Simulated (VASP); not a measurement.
Wanted: the native input for a VASP 6.6.1 run.

```
Task                   : single point
Functional             : PBE
Potentials or basis    : VASP PAW PBE potentials, release 64 (Hf_pv, B)
Cutoff                 : 520 eV
k mesh                 : 15 × 15 × 12
Occupations            : gaussian, width 0.1 eV
Spin                   : no spin polarisation
Dipole correction      : no
Further INCAR settings : ALGO = Normal; EDIFF = 1e-06; NBANDS = 15
```

The structure of HfB2 lies in POSCAR:

```
HfB2
1.0
    3.1400000000      0.0000000000      0.0000000000
   -1.5700000000      2.7193197679      0.0000000000
    0.0000000000      0.0000000000      3.4800000000
Hf B
1 2
Direct
    0.0000000000      0.0000000000      0.0000000000
    0.3333333333      0.6666666667      0.5000000000
    0.6666666667      0.3333333333      0.5000000000
```

These files were run (other wordings do the same):

INCAR

```
SYSTEM = HfB2
  PREC = Accurate
  ENCUT = 520
  EDIFF = 1E-6
  ISMEAR = 0
  SIGMA = 0.1
  LREAL = .FALSE.
  LASPH = .TRUE.
  NELM = 60
  ALGO = Normal
  ISIF = 2
  LWAVE = .FALSE.
  LCHARG = .TRUE.
  GGA = PE
  LELF = .TRUE.
  LVHAR = .TRUE.
  NBANDS = 15
```

KPOINTS

```
regular mesh
0
G
  15 15 12
  0 0 0
```

Potentials or basis: VASP PAW PBE potentials, release 64 (Hf_pv, B).

Command:

```bash
$ cat potpaw_PBE.64/Hf_pv/POTCAR potpaw_PBE.64/B/POTCAR > POTCAR
$ mpirun -np 1 vasp_std > vasp.out
```

It gave:

The pressure is 1.0 GPa. The band gap on the k mesh is zero (band 8 reaches 8.47 eV, above the bottom of band 9 at 7.43 eV).

Caveat: spin-orbit coupling is left out, which moves the levels of the heavy elements.

Wall time 51 s on 1 thread of Intel(R) Xeon(R) Platinum 8259CL CPU @ 2.50GHz (Skylake/Cascade Lake), on a shared host, peak memory 0.21 GiB.
